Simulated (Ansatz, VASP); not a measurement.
One calculation of Au, two programs

```
Au
1.0
     0.00000    2.07874    2.07874
     2.07874    0.00000    2.07874
     2.07874    2.07874    0.00000
Au
1
Cartesian
  0.0000 0.0000 0.0000
```

Alike in both runs: task single point; functional PBE; k mesh 17 × 17 × 17; occupations fermi-dirac, width 0.1 eV; no spin polarisation.

```csv
,VASP,Ansatz
version,VASP 6.6.1,Ansatz 0.2.0
potentials or method,"VASP PAW PBE potentials, release 64 (Au), cutoff 520 eV","all-electron LAPW, scalar-relativistic"
```

|  | VASP | Ansatz | Ansatz less VASP |
| --- | --- | --- | --- |
| pressure (GPa) | -0.2 | 0.0 | +0.22 |

Ansatz ran all-electron here, and VASP with PAW potentials.

Spin-orbit coupling is off throughout.
